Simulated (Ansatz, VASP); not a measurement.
## Two plane-wave programs on Ag

```
CELL_PARAMETERS angstrom
1.46316 0.84476 7.15630
-1.46316 0.84476 7.15630
0.00000 -1.68951 7.15630
ATOMIC_POSITIONS crystal
Ag 0.22228 0.22228 0.22228
Ag 0.77772 0.77772 0.77772
Ag 0.00000 0.00000 0.00000
```

Alike in both runs: task single point; functional PBEsol; k mesh 10 × 10 × 10; occupations fermi-dirac, width 0.05 eV; no spin polarisation.

|  | VASP | Ansatz |
| --- | --- | --- |
| version | VASP 6.6.1 | Ansatz 0.2.0 |
| potentials or method | VASP PAW PBE potentials, release 64 (Ag) | Ansatz PAW |
| plane-wave cutoff (eV) | 520 | 420 |
| valence electrons in the cell | 33 | 57 |

```tsv
	VASP	Ansatz	Ansatz less VASP
gap on the k mesh at the Fermi level (eV)	none	none	-
pressure (GPa)	-5.7	-5.6	+0.09
traceless stress, the component that is largest in VASP (GPa)	-0.36	-0.36	0.000
```

VASP's potentials were made for PBE, not for PBEsol. A gap of «none» marks a metal or a gap that the smearing closes. VASP's potentials hold 33 valence electrons a cell and Ansatz's 57, so a difference there can come from the potentials and not from the codes.
